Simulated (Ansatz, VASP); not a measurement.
## Sb2P3H in VASP and in Ansatz

Contents of INCAR:

```
SYSTEM = Sb2P3H
PREC = Accurate
ENCUT = 600
EDIFF = 1E-6
ISMEAR = 0
SIGMA = 0.1
LREAL = .False.
LASPH = .True.
NELM = 100
ALGO = Normal
ISIF = 3
LWAVE = .False.
LCHARG = .False.
GGA = PE
IBRION = 2
NSW = 90
EDIFFG = -0.04
```

Contents of KPOINTS:

```
regular mesh
0
Gamma
  6 6 4
  0 0 0
```

POSCAR

```
Sb2P3H
1.0
    4.6607148100      0.0000000000      0.0000000000
   -2.3303574000      4.0362974200      0.0000000000
    0.0000000000      0.0000000000      7.3923612900
Sb H P
2 1 3
Direct
    0.3333333300      0.6666666700      0.2492527400
    0.6666666700      0.3333333300      0.7507472600
    0.0000000000      0.0000000000      0.0000000000
    0.3333333300      0.6666666700      0.6510112900
    0.6666666700      0.3333333300      0.3489887100
    0.0000000000      0.0000000000      0.5000000000
```

Input for Ansatz:

```yaml
crystal:
  lattice:
    - [4.66071481, 0.0, 0.0]
    - [-2.3303574, 4.03629742, 0.0]
    - [0.0, 0.0, 7.39236129]
  atoms:
    - { symbol: Sb, position: [0.33333333, 0.66666667, 0.24925274] }
    - { symbol: Sb, position: [0.66666667, 0.33333333, 0.75074726] }
    - { symbol: H, position: [0.0, 0.0, 0.0] }
    - { symbol: P, position: [0.33333333, 0.66666667, 0.65101129] }
    - { symbol: P, position: [0.66666667, 0.33333333, 0.34898871] }
    - { symbol: P, position: [0.0, 0.0, 0.5] }
basis:
  ecutwfc: 420
kpoints:
  mp_grid: { grid: [6, 6, 4] }
hamiltonian:
  xc: pbe
scf:
  occupations: { method: gaussian, width: 0.1 }
  lower_state_search: "off"
output:
  forces: true
  stress: true
  eigenvalues: true
relax:
  adjacent_minimum: "off"
  f_tol: 0.04
  max_steps: 70
  cell: { stress_tol: 0.4 }
```

Change from the starting cell: species swapped into the Li3YSb2 type (P-3m1, No. 164).

Alike in both runs: task relaxation of cell and atoms; functional PBE; k mesh 6 × 6 × 4; occupations gaussian, width 0.1 eV; no spin polarisation.

|  | VASP | Ansatz |
| --- | --- | --- |
| version | VASP 6.6.1 | Ansatz 0.2.0 |
| potentials or method | VASP PAW PBE potentials, release 64 (Sb, H, P), cutoff 600 eV | scalar-relativistic, plane waves, PAW |
| valence electrons in the cell | 26 | 46 |

```tsv
	VASP	Ansatz	Ansatz less VASP
gap on the k mesh at the Fermi level, each at its own relaxed structure (eV)	none	none	-
relaxed volume (Å³/atom)	17.67	17.73	+0.059
relaxed cell length with the largest relative difference (Å)	4.482	4.496	+0.0146
```

A gap of «none» marks a metal or a gap that the smearing closes. VASP's potentials hold 26 valence electrons a cell and Ansatz's 46, so a difference there can come from the potentials and not from the codes.

Spin-orbit coupling is off throughout. Noted on VASP's run: the volume moved by over 15 % at a fixed basis, so the end points are rough.
